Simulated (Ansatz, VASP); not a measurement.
BAs in VASP and in Ansatz

```
CELL_PARAMETERS angstrom
2.94809 0.00000 0.00000
0.00000 2.94809 0.00000
0.00000 0.00000 2.94809
ATOMIC_POSITIONS crystal
B 0.50000 0.50000 0.50000
As 0.00000 0.00000 0.00000
```

Alike in both runs: functional PBE; k mesh 6 × 6 × 6; occupations gaussian, width 0.1 eV; no spin polarisation.

Ansatz relaxed the structure, and its values are those at the end. VASP's run is a single point on that final structure, the one shown.

|  | VASP | Ansatz |
| --- | --- | --- |
| version | VASP 6.6.1 | Ansatz 0.2.0 |
| potentials or method | VASP PAW PBE potentials, release 64 (B, As), cutoff 520 eV | scalar-relativistic, plane waves, PAW |
| valence electrons in the cell | 8 | 18 |

```tsv
	VASP	Ansatz	Ansatz less VASP
gap on the k mesh at the Fermi level (eV)	none	none	-
pressure (GPa)	-0.2	-0.4	-0.17
```

A gap of «none» marks a metal or a gap that the smearing closes. The functional is the same, so the differences come from potentials, cutoffs and numerics. VASP's potentials hold 8 valence electrons a cell and Ansatz's 18, so a difference there can come from the potentials and not from the codes.
